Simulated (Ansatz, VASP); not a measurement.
One calculation of Yb, two programs

```
CELL_PARAMETERS angstrom
0.00000 2.72097 2.72097
2.72097 0.00000 2.72097
2.72097 2.72097 0.00000
ATOMIC_POSITIONS crystal
Yb 0.00000 0.00000 0.00000
```

Alike in both runs: task single point; functional BLYP; k mesh 17 × 17 × 17; occupations fermi-dirac, width 0.1 eV; no spin polarisation.

```csv
,VASP,Ansatz
version,VASP 6.6.1,Ansatz 0.2.0
potentials or method,"VASP PAW PBE potentials, release 64 (Yb), cutoff 520 eV","plane waves (420 eV) with PAW, scalar-relativistic"
valence electrons in the cell,24,24
```

VASP gave:

```
pressure (GPa) : -2.3
```

Problem. What did Ansatz give for the same quantities?

Solution. Pressure (GPa): -1.1.

VASP's potentials were made for PBE, not for BLYP.

Spin-orbit coupling is off throughout.
